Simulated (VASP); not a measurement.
Write the native input for VASP 6.6.1 that does the following.

```
Task                   : single point
Functional             : PBE
Potentials or basis    : VASP PAW PBE potentials, release 64 (Te)
Cutoff                 : 520 eV
k mesh                 : 8 × 8 × 11
Occupations            : fermi-dirac, width 0.08 eV
Spin                   : no spin polarisation
Dipole correction      : no
Further INCAR settings : ALGO = Normal; EDIFF = 1e-06; NBANDS = 16
```

The structure of Te lies in POSCAR:

```
Te
1.0
    4.6871724482      0.0000000000      0.0000000000
   -2.3435862241      4.0592104121      0.0000000000
    0.0000000000      0.0000000000      2.7618378941
Te
3
Direct
    0.0000000000      0.0000000000      0.0000000000
    0.3333333333      0.6666666667      0.5000000000
    0.6666666667      0.3333333333      0.5000000000
```

This isn't the form of Te at room conditions, which is trigonal, of chains.

These files were run (other wordings do the same):

INCAR

```
PREC = Accurate
ENCUT = 520
EDIFF = 1E-6
ISMEAR = -1
SIGMA = 0.08
LREAL = False
LASPH = True
NELM = 80
ALGO = Normal
ISIF = 2
LWAVE = False
LCHARG = False
GGA = PE
NBANDS = 16
```

KPOINTS

```
regular mesh
0
Gamma
  8 8 11
```

Potentials or basis: VASP PAW PBE potentials, release 64 (Te).

Command:

```console
$ cat potpaw_PBE.64/Te/POTCAR > POTCAR
$ mpirun -np 1 vasp_std > vasp.out
```

It gave:

| Item | Value |
| --- | --- |
| Pressure | 87.4 GPa |
| Band gap on the k mesh | zero (bands 9 and 10 overlap by 9.14 eV) |

Caveat: the cell stands under pressure; spin-orbit coupling is left out, which moves the levels of the heavy elements.

Wall time 19 s on 1 thread of Intel(R) Xeon(R) 6975P-C (Granite Rapids), with other jobs on the host, peak memory 0.19 GiB.
